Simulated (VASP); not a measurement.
A run of VASP 6.6.1 is set up as follows.

File INCAR:

```
SYSTEM = SiC
PREC = Accurate ; ENCUT = 600
EDIFF = 1E-6 ; ISMEAR = 0
SIGMA = 0.02 ; LREAL = Auto
LASPH = .TRUE. ; NELM = 100
ALGO = Normal ; ISIF = 3
LWAVE = .FALSE. ; LCHARG = .FALSE.
GGA = PE ; IBRION = 2
NSW = 100 ; EDIFFG = -0.005
```

KPOINTS

```
Automatic mesh
0
G
  12 12 2
  0 0 0
```

POSCAR

```
SiC
1.0
    3.0790000000      0.0000000000      0.0000000000
   -1.5395000000      2.6664922183      0.0000000000
    0.0000000000      0.0000000000     20.1460000000
Si C
8 8
Direct
    0.3333333333      0.6666666667      0.2500000000
    0.6666666667      0.3333333333      0.7500000000
    0.3333333333      0.6666666667      0.6250000000
    0.6666666667      0.3333333333      0.1250000000
    0.0000000000      0.0000000000      0.0000000000
    0.0000000000      0.0000000000      0.5000000000
    0.3333333333      0.6666666667      0.8750000000
    0.6666666667      0.3333333333      0.3750000000
    0.3333333333      0.6666666667      0.9690000000
    0.6666666667      0.3333333333      0.4690000000
    0.0000000000      0.0000000000      0.0940000000
    0.0000000000      0.0000000000      0.5940000000
    0.3333333333      0.6666666667      0.3440000000
    0.6666666667      0.3333333333      0.8440000000
    0.3333333333      0.6666666667      0.7190000000
    0.6666666667      0.3333333333      0.2190000000
```

Potentials or basis: VASP PAW PBE potentials, release 64 (Si, C).

The run is started by

```console
$ cat potpaw_PBE.64/Si/POTCAR potpaw_PBE.64/C/POTCAR > POTCAR
$ mpirun -np 1 vasp_std > vasp.out
```

(1) Predict the band gap on the k mesh.

(2) What does it give for the space group after relaxing (to 0.1 Å)?

Answers

(1) 1.78 eV (least direct gap 2.86 eV).

(2) P6_3mc (No. 186).
